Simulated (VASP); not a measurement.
# LiTaO2 (P6/mmm) in VASP: single point with PBE

Aim: the single point of LiTaO2 with PBE.

Program: VASP 6.6.1. These are calculated values, not measurements. Logs are shortened: lines on timing, memory, paths and dates and some standing lists are left out, and cuts for length are marked.

## Step 1: The cell of the first run

The structure is hexagonal, space group P6/mmm (No. 191). Conventional cell: a = 3.385 Å, b = 3.385 Å, c = 5.162 Å, α = 90.00°, β = 90.00°, γ = 120.00°. Li (site symmetry 6/mmm) has 6 O at 1.95 Å and 2 Ta at 2.58 Å within 2.6 Å. Ta (site symmetry 6/mmm) has 2 Li at 2.58 Å and 12 O at 3.24 Å and 6 Ta at 3.39 Å within 3.4 Å. Within 2.6 Å of O (site symmetry -6m2) lie 3 Li at 1.95 Å and 3 O at 1.95 Å.

## Step 2: Single point, PBE, collinear spin

POSCAR

```
LiTaO2
1.0
    3.3852379623      0.0000000000      0.0000000000
   -1.6926189811      2.9317020732      0.0000000000
    0.0000000000      0.0000000000      5.1620595931
Li Ta O
1 1 2
Direct
    0.0000000000      0.0000000000      0.0000000000
    0.0000000000      0.0000000000      0.5000000000
    0.3333333333      0.6666666667      0.0000000000
    0.6666666667      0.3333333333      0.0000000000
```

INCAR.step1

```
SYSTEM = LiTaO2
PREC = Accurate
ENCUT = 520
EDIFF = 1E-7
ISMEAR = 0
SIGMA = 0.1
LREAL = .False.
LASPH = .True.
NELM = 150
ALGO = Normal
ISIF = 2
LWAVE = .False.
LCHARG = .True.
ISPIN = 2
MAGMOM = 0 0.9 0 0
LMAXMIX = 4
GGA = PE
NBANDS = 25
KPAR = 4
```

KPOINTS.step1

```
Automatic mesh
0
Gamma
  18 18 10
  0 0 0
```

INCAR.step2

```
SYSTEM = LiTaO2
PREC = Accurate
ENCUT = 520
EDIFF = 1E-7
ISMEAR = -5
SIGMA = 0.1
LREAL = .False.
LASPH = .True.
NELM = 150
ALGO = Normal
ISIF = 2
LWAVE = .False.
LCHARG = .False.
ISPIN = 2
MAGMOM = 0 0.9 0 0
LORBIT = 10
LMAXMIX = 4
GGA = PE
NEDOS = 2001
ICHARG = 11
KPAR = 4
```

KPOINTS.step2

```
Automatic mesh
0
Gamma
  27 27 15
  0 0 0
```

Potentials or basis: VASP PAW PBE potentials, release 64 (Li_sv, Ta_pv, O).

The run is started by

```console
$ cat potpaw_PBE.64/Li_sv/POTCAR potpaw_PBE.64/Ta_pv/POTCAR potpaw_PBE.64/O/POTCAR > POTCAR
$ cp INCAR.step1 INCAR
$ cp KPOINTS.step1 KPOINTS
$ mpirun -np 4 vasp_std > vasp.out
$ cp INCAR.step2 INCAR
$ cp KPOINTS.step2 KPOINTS
$ mpirun -np 4 vasp_std > vasp.out
```

OUTCAR:

```text
SYSTEM = LiTaO2
   PREC = Accurate
   ENCUT = 520
   EDIFF = 1E-7
   ISMEAR = -5
   LREAL = .False.
   LASPH = .True.
   NELM = 150
   ISIF = 2
   ISPIN = 2
   LORBIT = 10
   GGA = PE
   ICHARG = 11

 ion  position               nearest neighbor table
   1  0.000  0.000  0.000-   3 1.95   4 1.95   3 1.95   4 1.95   4 1.95   3 1.95   2 2.58   2 2.58

   2  0.000  0.000  0.500-   1 2.58   1 2.58
   3  0.333  0.667  0.000-   1 1.95   4 1.95   4 1.95   1 1.95   1 1.95   4 1.95
   4  0.667  0.333  0.000-   1 1.95   3 1.95   3 1.95   1 1.95   1 1.95   3 1.95

  LATTYP: Found a hexagonal cell.
 ALAT       =     3.3852379623
 C/A-ratio  =     1.5248734803

  Lattice vectors:

 A1 = (   3.3852379623,   0.0000000000,   0.0000000000)
 A2 = (  -1.6926189811,   2.9317020732,   0.0000000000)
 A3 = (   0.0000000000,   0.0000000000,   5.1620595931)

Analysis of symmetry for initial positions (statically):
=====================================================================
 Subroutine PRICEL returns:
 Original cell was already a primitive cell.

 Routine SETGRP: Setting up the symmetry group for a
 hexagonal supercell.

 Subroutine GETGRP returns: Found 24 space group operations
 (whereof 24 operations were pure point group operations)
 out of a pool of 24 trial point group operations.

The static configuration has the point symmetry D_6h.

Analysis of symmetry for dynamics (positions and initial velocities):
=====================================================================
 Subroutine PRICEL returns:
 Original cell was already a primitive cell.

 Routine SETGRP: Setting up the symmetry group for a
 hexagonal supercell.

 Subroutine GETGRP returns: Found 24 space group operations
 (whereof 24 operations were pure point group operations)
 out of a pool of 24 trial point group operations.

The dynamic configuration has the point symmetry D_6h.

Analysis of structural, dynamic, and magnetic symmetry:
=====================================================================
 Subroutine PRICEL returns:
 Original cell was already a primitive cell.

 Routine SETGRP: Setting up the symmetry group for a
 hexagonal supercell.

 Subroutine GETGRP returns: Found 24 space group operations
 (whereof 24 operations were pure point group operations)
 out of a pool of 24 trial point group operations.

The overall configuration has the point symmetry D_6h.

 Subroutine INISYM returns: Found 24 space group operations
 (whereof 24 operations are pure point group operations),
 and found     1 'primitive' translations

----------------------------------------------------------------------------------------

                                     Primitive cell

  volume of cell :      51.2309

  direct lattice vectors                    reciprocal lattice vectors
     3.385237962  0.000000000  0.000000000     0.295400209  0.170549390  0.000000000
    -1.692618981  2.931702073  0.000000000     0.000000000  0.341098780  0.000000000
     0.000000000  0.000000000  5.162059593     0.000000000  0.000000000  0.193721127

  length of vectors
     3.385237962  3.385237962  5.162059593     0.341098780  0.341098780  0.193721127

  position of ions in fractional coordinates (direct lattice)
     0.000000000  0.000000000  0.000000000
     0.000000000  0.000000000  0.500000000
     0.333333333  0.666666667  0.000000000
     0.666666667  0.333333333  0.000000000

  ion indices of the primitive-cell ions
   primitive index   ion index
                 1           1
                 2           2
                 3           3
                 4           4

----------------------------------------------------------------------------------------

 KPOINTS: Automatic mesh

Automatic generation of k-mesh.
 Grid dimensions read from file:
 generate k-points for:   27   27   15

 Generating k-lattice:

  Cartesian coordinates                     Fractional coordinates (reciprocal lattice)
     0.010940748  0.006316644  0.000000000     0.037037037  0.000000000  0.000000000
     0.000000000  0.012633288  0.000000000     0.000000000  0.037037037  0.000000000
     0.000000000  0.000000000  0.012914742     0.000000000  0.000000000  0.066666667

  Length of vectors
     0.012633288  0.012633288  0.012914742

  Shift w.r.t. Gamma in fractional coordinates (k-lattice)
     0.000000000  0.000000000  0.000000000

 TETIRR: Found  10722 inequivalent tetrahedra from    65610

 Subroutine IBZKPT returns following result:
 ===========================================

 Found    600 irreducible k-points:

 Following reciprocal coordinates:
            Coordinates               Weight
  0.000000  0.000000  0.000000      1.000000
  0.037037 -0.000000  0.000000      6.000000
  0.074074 -0.000000  0.000000      6.000000
  0.111111 -0.000000  0.000000      6.000000
  0.148148  0.000000  0.000000      6.000000
  0.185185  0.000000  0.000000      6.000000
[... 16 lines left out ...]
  0.333333  0.037037  0.000000     12.000000
  0.370370  0.037037  0.000000     12.000000
 [... further k-points ...]
   k-points           NKPTS =    600   k-points in BZ     NKDIM =    600   number of bands    NBANDS=     17
   number of dos      NEDOS =   2001   number of ions     NIONS =      4
   total plane-waves  NPLWV =  31360
   dimension x,y,z NGX =    28 NGY =   28 NGZ =   40
   dimension x,y,z NGXF=    56 NGYF=   56 NGZF=   80
   ions per type =               1   1   2
   NGX,Y,Z   is equivalent  to a cutoff of  13.75, 13.75, 12.88 a.u.
   NGXF,Y,Z  is equivalent  to a cutoff of  27.50, 27.50, 25.76 a.u.
 SYSTEM =  LiTaO2
   PREC   = accura    normal or accurate (medium, high low for compatibility)
   ISTART =      0    job   : 0-new  1-cont  2-samecut
   ICHARG =     11    charge: 1-file 2-atom 10-const
   ISPIN  =      2    spin polarized calculation?
   LNONCOLLINEAR =      F non collinear calculations
   LSORBIT =      F    spin-orbit coupling
   LASPH  =      T    aspherical Exc in radial PAW
   ENCUT  =  520.0 eV  38.22 Ry    6.18 a.u.   6.29  6.29  9.60*2*pi/ulx,y,z
   NELM   =    150;   NELMIN=  2; NELMDL=  0     # of ELM steps
   EDIFF  = 0.1E-06   stopping-criterion for ELM
   LREAL  =      F    real-space projection
   EDIFFG = 0.1E-05   stopping-criterion for IOM
   NSW    =      0    number of steps for IOM
   IBRION =     -1    ionic relax: 0-MD 1-quasi-New 2-CG
   NFREE  =      0    steps in history (QN), initial steepest desc. (CG)
   ISIF   =      2    stress and relaxation
   ISYM   =      2    0-nonsym 1-usesym 2-fastsym
   POTIM  = 0.5000    time-step for ionic-motion
   TEBEG  =    0.0;   TEEND  =   0.0 temperature during run
   PSTRESS=    0.0 pullay stress
   NELECT =      26.0000    total number of electrons
   NUPDOWN=      -1.0000    fix difference up-down
   EMIN   =  10.00;   EMAX   =-10.00  energy-range for DOS
   EFERMI =   0.00;   METHOD = LEGACY
   ISMEAR =    -5;   SIGMA  =   0.10  broadening in eV -4-tet -1-fermi 0-gaus
   EFERMI_NEDOS =   21; number of points for ismear=-14 and -15
   IALGO  =     38    algorithm
   IMIX   =      4    mixing-type and parameters
     AMIX     =   0.40;   BMIX     =  1.00
     AMIX_MAG =   1.60;   BMIX_MAG =  1.00
  volume/ion in A,a.u.               =      12.81        86.43
  Fermi-wavevector in a.u.,A,eV,Ry     =   1.305836  2.467672 23.200754  1.705207
  Thomas-Fermi vector in A             =   2.436678
   LORBIT       =     10    0 simple, 1 ext, 2 COOP (PROOUT), +10 PAW based schemes
   GGA     = PE    functional components
   LHFCALC =     F    Hartree Fock is set to
   AEXX    =    0.0000 exact exchange contribution
   IVDW    =     0    specifies the selected vdW correction
   LEPSILON=     F    determine dielectric tensor
   LRPA    =     F    only Hartree local field effects (RPA)
 spin polarized calculation
 Fermi weights with tetrahedron method with Bloechl corrections
  energy-cutoff  :      520.00
  volume of cell :       51.23
 maximum number of plane-waves:      1399
 NGX is ok and might be reduce to    28

 number of electron      26.0000011 magnetization       1.3365129

 Free energy of the ion-electron system (eV)
  ---------------------------------------------------
  ext. energy  EPLUGINS =         0.00000000
  ---------------------------------------------------
  free energy    TOTEN  =       -19.41213965 eV

  energy without entropy =      -19.41213965  energy(sigma->0) =      -19.41213965

 E-fermi :   3.3446     XC(G=0): -10.6606

 val. band max:        3.3913351818   @ k =   0.3333   0.3333   0.2667
 cond. band min:       3.3206132523   @ k =   0.2593   0.1852   0.4000
 fundamental gap:     -0.0707219295
 Fermi energy:         3.3446262159

 spin component 1

 k-point     1 :       0.0000    0.0000    0.0000
  band No.  band energies     occupation
      1     -41.1032      1.00000
      2     -32.8526      1.00000
      3     -32.3154      1.00000
      4     -32.3154      1.00000
      5     -16.6916      1.00000
      6     -11.1652      1.00000
[... 457 lines left out ...]
      4     -32.3595      1.00000
      5     -15.6697      1.00000
      6     -13.2123      1.00000
[... 9 lines left out ...]
     16       4.0585      0.00000
     17       4.6055      0.00000

 [... further k-points ...]

 spin component 2

 k-point     1 :       0.0000    0.0000    0.0000
  band No.  band energies     occupation
      1     -41.0687      1.00000
      2     -32.0237      1.00000
      3     -31.7717      1.00000
      4     -31.7717      1.00000
      5     -16.8346      1.00000
      6     -11.3383      1.00000
[... 457 lines left out ...]
      4     -31.8153      1.00000
      5     -15.8212      1.00000
      6     -13.3738      1.00000
[... 9 lines left out ...]
     16       4.9692      0.00000
     17       4.9891      0.00000

 [... further k-points ...]

------------------------ aborting loop because EDIFF is reached ----------------------------------------

  FORCE on cell =-STRESS in cart. coord.  units (eV):
  Direction    XX          YY          ZZ          XY          YZ          ZX
  --------------------------------------------------------------------------------------
  -------------------------------------------------------------------------------------
  Total        0.0219767      0.0219767     -0.0436783      0.0000000      0.0000000      0.0000000
  in kB        0.6872906      0.6872906     -1.3659795      0.0000000      0.0000000      0.0000000
  external PRESSURE =       0.0028672 kB  Pullay stress =       0.0000000 kB

 VOLUME and BASIS-vectors are now :
 -----------------------------------------------------------------------------
  energy-cutoff  :      520.00
  volume of cell :       51.23
      direct lattice vectors                 reciprocal lattice vectors
     3.385237962  0.000000000  0.000000000     0.295400209  0.170549390  0.000000000
    -1.692618981  2.931702073  0.000000000     0.000000000  0.341098780  0.000000000
     0.000000000  0.000000000  5.162059593     0.000000000  0.000000000  0.193721127

 POSITION                                       TOTAL-FORCE (eV/Angst)
 -----------------------------------------------------------------------------------
      0.00000      0.00000      0.00000         0.000000      0.000000      0.000000
      0.00000      0.00000      2.58103         0.000000      0.000000      0.000000
     -0.00000      1.95447      0.00000        -0.000000      0.000000      0.000000
      1.69262      0.97723      0.00000         0.000000      0.000000      0.000000
 -----------------------------------------------------------------------------------
    total drift:                                0.000000     -0.000000     -0.000000

  FREE ENERGIE OF THE ION-ELECTRON SYSTEM (eV)
  ---------------------------------------------------
  free  energy   TOTEN  =       -19.4121396461 eV

  energy  without entropy=      -19.4121396461  energy(sigma->0) =      -19.41213965

 total charge

# of ion       s       p       d       tot
------------------------------------------
    1        2.047   0.101   0.000   2.148
    2        0.339   6.004   2.078   8.421
    3        1.647   3.145   0.000   4.792
    4        1.647   3.145   0.000   4.792
--------------------------------------------------
tot          5.679  12.396   2.078  20.154

 magnetization (x)

# of ion       s       p       d       tot
------------------------------------------
    1        0.004   0.013   0.000   0.017
    2        0.054   0.018   0.945   1.018
    3       -0.001  -0.078   0.000  -0.080
    4       -0.001  -0.078   0.000  -0.080
--------------------------------------------------
tot          0.055  -0.125   0.945   0.875
```

It took 13 min on 4 MPI ranks of Oxide Virtual Turin-like, shared host; peak memory 0.86 GiB.

What came out:

```
Net moment                                            : 1.34 μB per cell
Site moments                                          : Li +0.02; Ta +1.02; O -0.08 μB
Valence electrons inside the program's atomic spheres : Li 2.15; Ta 8.42; O 4.79
```

Levels at points of the mesh, in eV from the Fermi level:
Spin up:
| k point | band 10 | band 11 | band 12 | band 13 | band 14 | band 15 | band 16 | band 17 |
| --- | --- | --- | --- | --- | --- | --- | --- | --- |
| (0.00, 0.00, 0.00) | -4.84 | -0.97 | -0.83 | -0.83 | -0.46 | -0.02 | -0.02 | 1.20 |
Spin down:
```
           k point  band 10  band 11  band 12  band 13  band 14  band 15
(0.00, 0.00, 0.00)    -4.34    -1.01    -1.01    -0.52     0.61     0.61
```

Caveat: the cutoff is under 1.25 times the usual one of these potentials, so pressure, stress and relaxed cells hold a basis-set (Pulay) error; spin-orbit coupling is left out, which moves the levels of the heavy elements.
